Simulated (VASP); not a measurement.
# Nd3Si2I (P-4m2) in VASP: notebook

Runs on Nd3Si2I. Level: PBE. Tasks: single point, relaxation of cell and atoms.

Everything below comes from runs of VASP 6.6.1. Logs are shortened: lines on timing, memory, paths and dates and some standing lists are left out, and cuts for length are marked.

## Step 1: The cell of the first run

Symmetry: P-4m2, No. 115, tetragonal system. Conventional cell: a = 4.378 Å, b = 4.378 Å, c = 8.616 Å, α = 90.00°, β = 90.00°, γ = 90.00°. Nd (site symmetry -4m2) has 4 I at 3.10 Å and 4 Si at 3.38 Å and 4 Nd at 3.74 Å within 4.1 Å. Within 4.1 Å of Nd (site symmetry 2mm) lie 5 Si at 3.00 to 3.13 Å and 6 Nd at 3.74 to 4.00 Å and 2 I at 3.74 Å. Within 4.0 Å of Si (site symmetry 2mm) lie 7 Nd at 3.00 to 3.38 Å and 2 I at 3.38 Å. I (site symmetry -4m2) has 8 Nd at 3.10 to 3.74 Å and 4 Si at 3.38 Å within 4.1 Å.

The cell was built from a structure type or drawn by symmetry, and may not be a known phase.

## Step 2: Single point, PBE

The input, INCAR:

```
ALGO = Normal ; EDIFF = 1E-6
ENCUT = 500 ; GGA = PE
GGA_COMPAT = F ; ISIF = 2
ISMEAR = 0 ; LASPH = T
LCHARG = T ; LELF = T
LMAXMIX = 6 ; LREAL = F
LVHAR = T ; LWAVE = F
NBANDS = 33 ; NELM = 200
PREC = Accurate ; SIGMA = 0.15
```

The input, KPOINTS:

```
k-points
0
Gamma
  3 3 2
```

The input, POSCAR:

```
Nd3Si2I
1.0
    4.3784886258      0.0000000000      0.0000000000
    0.0000000000      4.3784886258      0.0000000000
    0.0000000000      0.0000000000      8.6156814301
Nd Si I
3 2 1
Direct
    0.5000000000      0.5000000000      0.0000000000
    0.0000000000      0.5000000000      0.3525976602
    0.5000000000      0.0000000000      0.6474023398
    0.0000000000      0.5000000000      0.7009507376
    0.5000000000      0.0000000000      0.2990492624
    0.0000000000      0.0000000000      0.0000000000
```

Potentials or basis: VASP PAW PBE potentials, release 64 (Nd_3, Si, I), 4f in core.

Command:

```sh
$ cat potpaw_PBE.64/Nd_3/POTCAR potpaw_PBE.64/Si/POTCAR potpaw_PBE.64/I/POTCAR > POTCAR
$ mpirun -np 1 vasp_std > vasp.out
```

OUTCAR:

```text
EDIFF = 1E-6
   ENCUT = 500
   GGA = PE
   ISIF = 2
   ISMEAR = 0
   LASPH = T
   LREAL = F
   NELM = 200
   PREC = Accurate

 ion  position               nearest neighbor table
   1  0.500  0.500  0.000-   6 3.10   6 3.10   6 3.10   6 3.10   5 3.38   4 3.38   4 3.38   5 3.38
                             2 3.74   3 3.74   3 3.74   2 3.74
   2  0.000  0.500  0.353-   4 3.00   5 3.13   5 3.13   5 3.13   5 3.13   1 3.74   1 3.74
   3  0.500  0.000  0.647-   5 3.00   4 3.13   4 3.13   4 3.13   4 3.13   1 3.74   1 3.74
   4  0.000  0.500  0.701-   2 3.00   3 3.13   3 3.13   3 3.13   3 3.13   1 3.38   1 3.38
   5  0.500  0.000  0.299-   3 3.00   2 3.13   2 3.13   2 3.13   2 3.13   1 3.38   1 3.38
   6  0.000  0.000  0.000-   1 3.10   1 3.10   1 3.10   1 3.10

  LATTYP: Found a simple tetragonal cell.
 ALAT       =     4.3784886258
 C/A-ratio  =     1.9677295447

  Lattice vectors:

 A1 = (   4.3784886258,   0.0000000000,   0.0000000000)
 A2 = (   0.0000000000,   4.3784886258,   0.0000000000)
 A3 = (   0.0000000000,   0.0000000000,   8.6156814301)

Analysis of symmetry for initial positions (statically):
=====================================================================
 Subroutine PRICEL returns:
 Original cell was already a primitive cell.

 Routine SETGRP: Setting up the symmetry group for a
 simple tetragonal supercell.

 Subroutine GETGRP returns: Found  8 space group operations
 (whereof  8 operations were pure point group operations)
 out of a pool of 16 trial point group operations.

The static configuration has the point symmetry D_2d.

Analysis of symmetry for dynamics (positions and initial velocities):
=====================================================================
 Subroutine PRICEL returns:
 Original cell was already a primitive cell.

 Routine SETGRP: Setting up the symmetry group for a
 simple tetragonal supercell.

 Subroutine GETGRP returns: Found  8 space group operations
 (whereof  8 operations were pure point group operations)
 out of a pool of 16 trial point group operations.

The dynamic configuration has the point symmetry D_2d.

 Subroutine INISYM returns: Found  8 space group operations
 (whereof  8 operations are pure point group operations),
 and found     1 'primitive' translations

----------------------------------------------------------------------------------------

                                     Primitive cell

  volume of cell :     165.1726

  direct lattice vectors                    reciprocal lattice vectors
     4.378488626  0.000000000  0.000000000     0.228389311  0.000000000  0.000000000
     0.000000000  4.378488626  0.000000000     0.000000000  0.228389311  0.000000000
     0.000000000  0.000000000  8.615681430     0.000000000  0.000000000  0.116067430

  length of vectors
     4.378488626  4.378488626  8.615681430     0.228389311  0.228389311  0.116067430

  position of ions in fractional coordinates (direct lattice)
     0.500000000  0.500000000  0.000000000
     0.000000000  0.500000000  0.352597660
     0.500000000  0.000000000  0.647402340
     0.000000000  0.500000000  0.700950738
     0.500000000  0.000000000  0.299049262
     0.000000000  0.000000000  0.000000000

  ion indices of the primitive-cell ions
   primitive index   ion index
                 1           1
                 2           2
                 3           3
                 4           4
                 5           5
                 6           6

----------------------------------------------------------------------------------------

 KPOINTS: k-points

Automatic generation of k-mesh.
 Grid dimensions read from file:
 generate k-points for:    3    3    2

 Generating k-lattice:

  Cartesian coordinates                     Fractional coordinates (reciprocal lattice)
     0.076129770  0.000000000  0.000000000     0.333333333  0.000000000  0.000000000
     0.000000000  0.076129770  0.000000000     0.000000000  0.333333333  0.000000000
     0.000000000  0.000000000  0.058033715     0.000000000  0.000000000  0.500000000

  Length of vectors
     0.076129770  0.076129770  0.058033715

  Shift w.r.t. Gamma in fractional coordinates (k-lattice)
     0.000000000  0.000000000  0.000000000

 Subroutine IBZKPT returns following result:
 ===========================================

 Found      6 irreducible k-points:

 Following reciprocal coordinates:
            Coordinates               Weight
  0.000000  0.000000  0.000000      1.000000
  0.333333  0.000000  0.000000      4.000000
  0.333333  0.333333  0.000000      4.000000
  0.000000  0.000000  0.500000      1.000000
  0.333333  0.000000  0.500000      4.000000
  0.333333  0.333333  0.500000      4.000000
   k-points           NKPTS =      6   k-points in BZ     NKDIM =      6   number of bands    NBANDS=     33
   number of dos      NEDOS =    301   number of ions     NIONS =      6
   total plane-waves  NPLWV =  65536
   dimension x,y,z NGX =    32 NGY =   32 NGZ =   64
[... 36 lines left out ...]
  Fermi-wavevector in a.u.,A,eV,Ry     =   1.084366  2.049155 15.998405  1.175850
  Thomas-Fermi vector in A             =   2.220454
   LORBIT       =      0    0 simple, 1 ext, 2 COOP (PROOUT), +10 PAW based schemes
   GGA     = PE    functional components
   LHFCALC =     F    Hartree Fock is set to
   AEXX    =    0.0000 exact exchange contribution
   IVDW    =     0    specifies the selected vdW correction
   LEPSILON=     F    determine dielectric tensor
   LRPA    =     F    only Hartree local field effects (RPA)
 non-spin polarized calculation
 Gauss-broadening in eV      SIGMA  =   0.15
  energy-cutoff  :      500.00
  volume of cell :      165.17
 maximum number of plane-waves:      4207
 NGX is ok and might be reduce to    32
   NGX = 15   NGY = 15   NGZ = 31

 number of electron      48.0000000 magnetization

 Free energy of the ion-electron system (eV)
  ---------------------------------------------------
  ext. energy  EPLUGINS =         0.00000000
  ---------------------------------------------------
  free energy    TOTEN  =       -29.56770362 eV

  energy without entropy =      -29.52104388  energy(sigma->0) =      -29.54437375

 E-fermi :   5.4043     XC(G=0):  -9.9481

 val. band max:        5.2595648789   @ k =   0.3333   0.3333   0.0000
 cond. band min:       5.4822540382   @ k =   0.3333   0.0000   0.0000
 fundamental gap:      0.2226891593
 Fermi energy:         5.4042684807

 k-point     1 :       0.0000    0.0000    0.0000
  band No.  band energies     occupation
      1     -33.2053      2.00000
      2     -32.4710      2.00000
      3     -32.4444      2.00000
      4     -14.4969      2.00000
      5     -14.4969      2.00000
      6     -14.2917      2.00000
[... 25 lines left out ...]
     32       7.1513      0.00000
     33       7.3435      0.00000

 k-point     2 :       0.3333    0.0000    0.0000
  band No.  band energies     occupation
      1     -33.2006      2.00000
      2     -32.4612      2.00000
      3     -32.4479      2.00000
      4     -14.7310      2.00000
      5     -14.4650      2.00000
      6     -14.2802      2.00000
[... 25 lines left out ...]
     32       8.4338      0.00000
     33       8.6849      0.00000

 k-point     3 :       0.3333    0.3333    0.0000
  band No.  band energies     occupation
      1     -33.1958      2.00000
      2     -32.4548      2.00000
      3     -32.4481      2.00000
      4     -14.6589      2.00000
      5     -14.6089      2.00000
      6     -14.2505      2.00000
[... 25 lines left out ...]
     32       8.7177      0.00000
     33       8.9131      0.00000

 k-point     4 :       0.0000    0.0000    0.5000
  band No.  band energies     occupation
      1     -33.2053      2.00000
      2     -32.4719      2.00000
      3     -32.4436      2.00000
      4     -14.4965      2.00000
      5     -14.4965      2.00000
      6     -14.3051      2.00000
[... 25 lines left out ...]
     32       7.1400      0.00000
     33       7.8126      0.00000

 k-point     5 :       0.3333    0.0000    0.5000
  band No.  band energies     occupation
      1     -33.2006      2.00000
      2     -32.4616      2.00000
      3     -32.4475      2.00000
      4     -14.7331      2.00000
      5     -14.4649      2.00000
      6     -14.2680      2.00000
[... 25 lines left out ...]
     32       8.3738      0.00000
     33       8.6685      0.00000

 k-point     6 :       0.3333    0.3333    0.5000
  band No.  band energies     occupation
      1     -33.1958      2.00000
      2     -32.4550      2.00000
      3     -32.4479      2.00000
      4     -14.6590      2.00000
      5     -14.6111      2.00000
      6     -14.2493      2.00000
[... 25 lines left out ...]
     32       8.5237      0.00000
     33       8.8115      0.00000

------------------------ aborting loop because EDIFF is reached ----------------------------------------

  FORCE on cell =-STRESS in cart. coord.  units (eV):
  Direction    XX          YY          ZZ          XY          YZ          ZX
  --------------------------------------------------------------------------------------
  -------------------------------------------------------------------------------------
  Total        0.0712805      0.0712805     -0.1487785      0.0000000      0.0000000      0.0000000
  in kB        0.6914225      0.6914225     -1.4431544      0.0000000      0.0000000      0.0000000
  external PRESSURE =      -0.0201031 kB  Pullay stress =       0.0000000 kB

 VOLUME and BASIS-vectors are now :
 -----------------------------------------------------------------------------
  energy-cutoff  :      500.00
  volume of cell :      165.17
      direct lattice vectors                 reciprocal lattice vectors
     4.378488626  0.000000000  0.000000000     0.228389311  0.000000000  0.000000000
     0.000000000  4.378488626  0.000000000     0.000000000  0.228389311  0.000000000
     0.000000000  0.000000000  8.615681430     0.000000000  0.000000000  0.116067430

 POSITION                                       TOTAL-FORCE (eV/Angst)
 -----------------------------------------------------------------------------------
      2.18924      2.18924      0.00000         0.000000      0.000000      0.000000
      0.00000      2.18924      3.03787         0.000000     -0.000000      0.027739
      2.18924      0.00000      5.57781         0.000000     -0.000000     -0.027739
      0.00000      2.18924      6.03917         0.000000     -0.000000     -0.001340
      2.18924      0.00000      2.57651         0.000000     -0.000000      0.001340
      0.00000      0.00000      0.00000         0.000000     -0.000000      0.000000
 -----------------------------------------------------------------------------------
    total drift:                                0.000000     -0.000000     -0.000000

  FREE ENERGIE OF THE ION-ELECTRON SYSTEM (eV)
  ---------------------------------------------------
  free  energy   TOTEN  =       -29.5677036202 eV

  energy  without entropy=      -29.5210438795  energy(sigma->0) =      -29.54437375
```

Wall time 30 s (1 thread of AMD EPYC 7R13 (Zen 3), shared host); peak memory 0.21 GiB.

Results:

* Free energy: -29.5677 eV
* Pressure: 0.0 GPa
* Largest force: 0.028 eV/Å
* Band gap on the k mesh: zero (bands 24 and 25 overlap by 0.35 eV)

Forces on the atoms (eV/Å):
```
Nd   0.000  0.000  0.000
Nd   0.000  0.000  0.028
Nd   0.000  0.000 -0.028
Si   0.000  0.000 -0.001
Si   0.000  0.000  0.001
I    0.000  0.000  0.000
```

Stress tensor (GPa, compression positive):
```
 0.07  0.00  0.00
 0.00  0.07  0.00
 0.00  0.00 -0.14
```

Caveat: the k points lie up to 0.48 Å⁻¹ apart; spin-orbit coupling is left out, which moves the levels of the heavy elements; the 4f electrons are frozen in the core, so they carry no moment and show no levels; the run has no spin polarisation, though such a crystal can be magnetic. Spin polarisation is off, so any magnetic state and its effect on volume and gap are missing.

## Step 3: Single point, PBE

The input, INCAR:

```
ALGO = Normal
EDIFF = 1E-6
ENCUT = 500
GGA = PE
GGA_COMPAT = False
ISIF = 2
ISMEAR = 0
LASPH = True
LCHARG = False
LMAXMIX = 6
LREAL = False
LWAVE = False
NBANDS = 33
NELM = 200
PREC = Accurate
SIGMA = 0.1
```

The input, KPOINTS:

```
k-points
0
Gamma
  4 4 2
```

POSCAR is that of step 2.

Potentials or basis: VASP PAW PBE potentials, release 64 (Nd_3, Si, I), 4f in core.

Command:

```sh
$ cat potpaw_PBE.64/Nd_3/POTCAR potpaw_PBE.64/Si/POTCAR potpaw_PBE.64/I/POTCAR > POTCAR
$ mpirun -np 1 vasp_std > vasp.out
```

It took 24 s on 1 thread of Intel Xeon 6975P-C (Granite Rapids), shared host; peak memory 0.27 GiB.

The run converged. Its results:

- Free energy: -29.5685 eV
- Pressure: 0.2 GPa
- Largest force: 0.119 eV/Å
- Band gap on the k mesh: zero (bands 24 and 25 overlap by 0.59 eV)

Forces in eV/Å, atoms in the order of the input:
```
Nd   0.000  0.000  0.000
Nd   0.000  0.000  0.119
Nd   0.000  0.000 -0.119
Si   0.000  0.000  0.027
Si   0.000  0.000 -0.027
I    0.000  0.000  0.000
```

Stress tensor (GPa, compression positive):
```
0.11 0.00 0.00
0.00 0.11 0.00
0.00 0.00 0.31
```

Levels at points of the mesh, in eV from the Fermi level:
```csv
k point,band 20,band 21,band 22,band 23,band 24,band 25,band 26,band 27,band 28,band 29
"(0.00, 0.00, 0.00)",-1.45,-0.85,-0.85,-0.60,0.14,0.44,0.76,0.76,0.83,1.55
"(0.50, 0.00, 0.00)",-1.85,-1.46,-1.38,-1.14,-0.63,0.77,1.28,1.42,1.55,1.98
"(0.50, 0.50, 0.00)",-1.89,-1.89,-1.10,-0.85,-0.45,0.12,0.66,1.91,2.49,2.53
"(0.00, 0.00, 0.50)",-1.61,-0.61,-0.61,-0.47,0.48,0.51,0.55,0.55,0.91,1.02
"(0.50, 0.00, 0.50)",-2.49,-1.34,-1.03,-0.89,-0.51,0.73,1.06,1.15,1.58,2.18
"(0.50, 0.50, 0.50)",-1.01,-1.01,-1.00,-0.88,-0.56,-0.11,0.94,0.94,1.78,1.89
```

Caveat: the k points lie up to 0.36 Å⁻¹ apart, too coarse for converged energies and pressures of a metal; spin-orbit coupling is left out, which moves the levels of the heavy elements; the 4f electrons are frozen in the core, so they carry no moment and show no levels; the run has no spin polarisation, though such a crystal can be magnetic. Spin polarisation is off, so any magnetic state and its effect on volume and gap are missing.

## Step 4: Relaxation of cell and atoms, PBE

This run uses another cell than the first one, of 26.50 Å³/atom.

The input, INCAR:

```
SYSTEM = Nd3Si2I
ALGO = Normal
EDIFF = 1E-7
EDIFFG = -0.08
ENCUT = 500
GGA = PE
GGA_COMPAT = .FALSE.
IBRION = 2
ISIF = 3
ISMEAR = 0
LASPH = .TRUE.
LCHARG = .FALSE.
LMAXMIX = 6
LREAL = .FALSE.
LWAVE = .FALSE.
NELM = 200
NELMIN = 4
NSW = 36
PREC = Accurate
SIGMA = 0.15
```

The input, KPOINTS:

```
k-points
0
G
  3 3 2
  0 0 0
```

The input, POSCAR:

```
Nd3Si2I
1.0
    4.1609579900      0.0000000000      0.0000000000
    0.0000000000      4.1609579900      0.0000000000
    0.0000000000      0.0000000000      9.1839070900
Nd Si I
3 2 1
Direct
    0.5000000000      0.5000000000      0.0000000000
    0.0000000000      0.5000000000      0.3835000100
    0.5000000000      0.0000000000      0.6164999900
    0.0000000000      0.5000000000      0.7365000200
    0.5000000000      0.0000000000      0.2634999800
    0.0000000000      0.0000000000      0.0000000000
```

Command:

```sh
$ cat potpaw_PBE.64/Nd_3/POTCAR potpaw_PBE.64/Si/POTCAR potpaw_PBE.64/I/POTCAR > POTCAR
$ mpirun -np 1 vasp_std > vasp.out
```

Run time: 2.3 min. Hardware: 1 thread of Intel Xeon 6975P-C (Granite Rapids), shared host; peak memory 0.26 GiB.

It converged, with:

```
Free energy                           : -29.5662 eV
Relaxed volume                        : 27.50 Å³/atom
Relaxed cell                          : a = 4.384 Å, b = 4.384 Å, c = 8.587 Å, α = 90.00°, β = 90.00°, γ = 90.00°
Space group after relaxing (to 0.1 Å) : P-4m2 (No. 115)
Energy gained by relaxing             : 192.1 meV/atom
Ionic steps                           : 10
Pressure after relaxing               : 0.0 GPa
Largest force after relaxing          : 0.072 eV/Å
Band gap on the k mesh                : zero (bands 24 and 25 overlap by 0.36 eV)
```

Forces on the atoms (eV/Å):
```
Nd   0.000  0.000  0.000
Nd   0.000  0.000  0.012
Nd   0.000  0.000 -0.012
Si   0.000  0.000 -0.072
Si   0.000  0.000  0.072
I    0.000  0.000  0.000
```

The path:
| step | energy change (eV) | largest force (eV/Å) | pressure (GPa) | volume (Å³) |
| --- | --- | --- | --- | --- |
| 1 | 0.0000 | 1.2137 | 4.33 | 159.01 |
| 2 | -0.6069 | 1.1162 | -2.50 | 175.68 |
| 3 | -0.6077 | 1.1096 | -2.63 | 176.11 |
| 4 | -0.8791 | 0.7193 | -1.04 | 169.32 |
| 5 | -0.9184 | 0.9107 | 0.22 | 165.26 |
| 6 | -1.0689 | 0.5540 | 0.70 | 163.18 |
| 7 | -1.1308 | 0.1399 | 1.48 | 160.91 |
| 8 | -1.1368 | 0.1207 | -1.25 | 168.45 |
| 9 | -1.1513 | 0.0930 | -0.07 | 164.94 |
| 10 | -1.1525 | 0.0720 | -0.04 | 165.00 |

Final structure:
```
Nd Si I
1.0
     4.38360    0.00000    0.00000
     0.00000    4.38360    0.00000
     0.00000    0.00000    8.58658
Nd Si I
3 2 1
Direct
  0.50000 0.50000 0.00000
  0.00000 0.50000 0.35310
  0.50000 0.00000 0.64690
  0.00000 0.50000 0.70322
  0.50000 0.00000 0.29678
  0.00000 0.00000 0.00000
```

Levels at points of the mesh, in eV from the Fermi level:
```
           k point  band 20  band 21  band 22  band 23  band 24  band 25  band 26  band 27  band 28
(0.00, 0.00, 0.00)    -1.50    -0.95    -0.95    -0.64     0.11     0.40     0.70     0.70     0.79
(0.00, 0.00, 0.50)    -1.65    -0.71    -0.71    -0.52     0.43     0.47     0.47     0.47     0.93
```

Caveat: the k points lie up to 0.48 Å⁻¹ apart in the final cell; spin-orbit coupling is left out, which moves the levels of the heavy elements; the 4f electrons are frozen in the core, so they carry no moment and show no levels; the run has no spin polarisation, though such a crystal can be magnetic; the relaxation stopped at a loose force limit of 0.08 eV/Å, so its end isn't a converged minimum.

## Step 5: The runs side by side

```tsv
task	cell	k mesh	smearing	gap on the mesh (eV)	pressure (GPa)	largest force (eV/Å)
single point	a = 4.378, b = 4.378, c = 8.616 Å, 6 atoms, atomic positions A	3 × 3 × 2	gaussian 0.15 eV	none	0.0	0.03
single point	a = 4.378, b = 4.378, c = 8.616 Å, 6 atoms, atomic positions A	4 × 4 × 2	gaussian 0.1 eV	none	0.2	0.12
relaxation of cell and atoms	relaxed from a = 4.161, b = 4.161, c = 9.184 Å, 6 atoms, atomic positions B	3 × 3 × 2	gaussian 0.15 eV	none	0.0	0.07
```

Alike in all rows: level PBE; potentials or basis VASP PAW PBE potentials, release 64 (Nd_3, Si, I), 4f in core; no spin polarisation; cutoff (eV) 500.

Caveats: all runs use coarse meshes; spin-orbit coupling is left out, which moves the levels of the heavy elements; the 4f electrons are frozen in the core, so they carry no moment and show no levels; the run has no spin polarisation, though such a crystal can be magnetic; the relaxation stopped at a loose force limit of 0.08 eV/Å, so its end isn't a converged minimum (at least some runs).

Total energies depend on the potentials used, so only differences within one code and one set of settings carry meaning.
